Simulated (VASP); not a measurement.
Input of a VASP 6.6.1 run:

The input INCAR:

```
  ALGO = Fast
  EDIFF = 1E-6
  ENCUT = 520
  GGA = PS
  ISIF = 2
  ISMEAR = 0
  LASPH = True
  LCHARG = False
  LREAL = False
  LWAVE = False
  NBANDS = 28
  NELM = 80
  PREC = Accurate
  SIGMA = 0.15
```

File KPOINTS:

```
k-points
0
Gamma
  15 15 6
```

Contents of POSCAR:

```
Ti3Al
1.0
    2.8221296140      0.0000000000      0.0000000000
   -1.4110648070      2.4440359385      0.0000000000
    0.0000000000      0.0000000000      9.6195110023
Ti Al
3 1
Direct
    0.6666666667      0.3333333333      0.0000000000
    0.3333333333      0.6666666667      0.7621161197
    0.3333333333      0.6666666667      0.2378838803
    0.6666666667      0.3333333333      0.5000000000
```

Potentials or basis: VASP PAW PBE potentials, release 64 (Ti_sv, Al).

The run is started by

```console
$ cat potpaw_PBE.64/Ti_sv/POTCAR potpaw_PBE.64/Al/POTCAR > POTCAR
$ mpirun -np 1 vasp_std > vasp.out
```

Question: Predict the largest force.

Answer: 0.824 eV/Å.

Question: Estimate the pressure.

Answer: 0.6 GPa.

Question: What does it give for the band gap on the k mesh?

Answer: Zero (an odd number of electrons rules out a gap without spin polarisation).

Forces on the atoms (eV/Å):
```
Ti   0.000  0.000  0.000
Ti   0.000  0.000 -0.824
Ti   0.000  0.000  0.824
Al   0.000  0.000  0.000
```

Caveat: the stress differs along the axes, from -8 to 5 GPa; the PAW data sets were made with another functional, which shifts forces and pressure a little.
